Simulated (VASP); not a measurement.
Crystal: TiO2.

```
CELL_PARAMETERS angstrom
4.69005 0.00000 0.00000
0.00000 4.69005 0.00000
0.00000 0.00000 3.01725
ATOMIC_POSITIONS crystal
Ti 0.00000 0.00000 0.50000
Ti 0.50000 0.50000 0.00000
O 0.30432 0.30432 0.50000
O 0.19568 0.80432 0.00000
O 0.80432 0.19568 0.00000
O 0.69568 0.69568 0.50000
```

Base run:

| Quantity | Value |
| --- | --- |
| Program | VASP 6.6.1 |
| Functional | PBE |
| Potentials or basis | VASP PAW PBE potentials, release 64 (Ti_sv, O) |
| Cutoff | 520 eV |
| k mesh | 6 × 6 × 9 |
| Occupations | fermi-dirac, width 0.05 eV |
| Spin | no spin polarisation |

Its results: band gap on the k mesh 1.70 eV; pressure -7.8 GPa; largest force 0.235 eV/Å.

The run is repeated on the same cell with these changes: functional from PBE to BLYP; further incar settings from ALGO = Normal; EDIFF = 1e-07; NBANDS = 33 to ALGO = Normal; EDIFF = 1e-06; NBANDS = 33. What comes out?

Band gap on the k mesh 1.69 eV; pressure -2.7 GPa; largest force 0.161 eV/Å.

Caveats: an odd mesh through Γ misses points on the zone boundary, where band edges can lie; the cell stands under tension (at least some runs); the PAW data sets were made with another functional, which shifts forces and pressure a little (at least some runs).
